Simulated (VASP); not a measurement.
MgO: single point with PBEsol

The system is MgO.

```
Mg O
1.0
     0.00000    2.10713    2.10713
     2.10713    0.00000    2.10713
     2.10713    2.10713    0.00000
Mg O
1 1
Direct
  0.00000 0.00000 0.00000
  0.50000 0.50000 0.50000
```

| Quantity | Value |
| --- | --- |
| Program | VASP 6.6.1 |
| Task | single point |
| Functional | PBEsol |
| Potentials or basis | VASP PAW PBE potentials, release 64 (Mg, O) |
| Cutoff | 520 eV |
| k mesh | 12 × 12 × 12 |
| Occupations | fermi-dirac, width 0.05 eV |
| Spin | no spin polarisation |
| Dipole correction | no |
| Further INCAR settings | ALGO = Normal; EDIFF = 1e-06; NBANDS = 11 |

* Pressure: -0.5 GPa
* Band gap on the k mesh: 4.62 eV, direct

Levels at points of the mesh, in eV from the valence-band top:
| k point | band 1 | band 2 | band 3 | band 4 | band 5 | band 6 | band 7 | band 8 | band 9 |
| --- | --- | --- | --- | --- | --- | --- | --- | --- | --- |
| (0.00, 0.00, 0.00) | -17.20 | 0.00 | 0.00 | 0.00 | 4.62 | 15.62 | 15.62 | 15.62 | 19.46 |
| (0.50, 0.00, 0.00) | -15.89 | -4.67 | -0.66 | -0.66 | 7.73 | 12.49 | 16.16 | 16.16 | 20.74 |
| (0.50, 0.50, 0.00) | -15.62 | -4.14 | -1.36 | -1.36 | 8.92 | 9.86 | 12.96 | 18.82 | 18.82 |

It took 9.6 s on 1 thread of Intel(R) Xeon(R) Platinum 8259CL CPU @ 2.50GHz (Skylake/Cascade Lake), with other jobs on the host, peak memory 0.15 GiB.

Caveat: the PAW data sets were made with another functional, which shifts forces and pressure a little. A k mesh can miss the band edges.
